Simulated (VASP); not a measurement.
Write the native input for VASP 6.6.1 that does the following.

| Item | Value |
| --- | --- |
| Task | single point |
| Functional | PBE |
| Potentials or basis | VASP PAW PBE potentials, release 64 (La, Sn_d, O) |
| Cutoff | 520 eV |
| k mesh | 3 × 3 × 3 |
| Occupations | gaussian, width 0.15 eV |
| Spin | no spin polarisation |
| Dipole correction | no |
| Further INCAR settings | ALGO = Normal; EDIFF = 1e-06; NBANDS = 39 |

The structure of La2SnO4 lies in POSCAR:

```
La2SnO4
1.0
    1.9455326783      1.1232538174      9.0637289914
   -1.9455326783      1.1232538174      9.0637289914
    0.0000000000     -2.2465076291      9.0637289921
La Sn O
2 1 4
Direct
    0.2249890263      0.2249890263      0.2249890263
    0.7750109737      0.7750109737      0.7750109737
    0.0000000000      0.0000000000      0.0000000000
    0.1337239996      0.1337239996      0.1337239996
    0.8662760004      0.8662760004      0.8662760004
    0.3863105906      0.3863105906      0.3863105906
    0.6136894094      0.6136894094      0.6136894094
```

The cell was generated, and may not be a known phase.

The input as run:

INCAR

```
SYSTEM = La2SnO4
PREC = Accurate ; ENCUT = 520
EDIFF = 1E-6 ; ISMEAR = 0
SIGMA = 0.15 ; LREAL = .False.
LASPH = .True. ; NELM = 80
ALGO = Normal ; ISIF = 2
LWAVE = .False. ; LCHARG = .True.
GGA = PE ; LELF = .True.
LVHAR = .True. ; NBANDS = 39
```

KPOINTS

```
regular mesh
0
Gamma
  3 3 3
  0 0 0
```

Potentials or basis: VASP PAW PBE potentials, release 64 (La, Sn_d, O).

The run is started by

```sh
$ cat potpaw_PBE.64/La/POTCAR potpaw_PBE.64/Sn_d/POTCAR potpaw_PBE.64/O/POTCAR > POTCAR
$ mpirun -np 1 vasp_std > vasp.out
```

It gave:

| Item | Value |
| --- | --- |
| Pressure | -0.5 GPa |
| Largest force | 0.011 eV/Å |
| Band gap on the k mesh | 1.56 eV (least direct gap 2.00 eV) |

Caveat: the k points lie up to 0.63 Å⁻¹ apart; spin-orbit coupling is left out, which moves the levels of the heavy elements.

Run time: 2.5 min on 1 thread of Intel(R) Xeon(R) 6975P-C (Granite Rapids), on a shared host, peak memory 0.67 GiB.
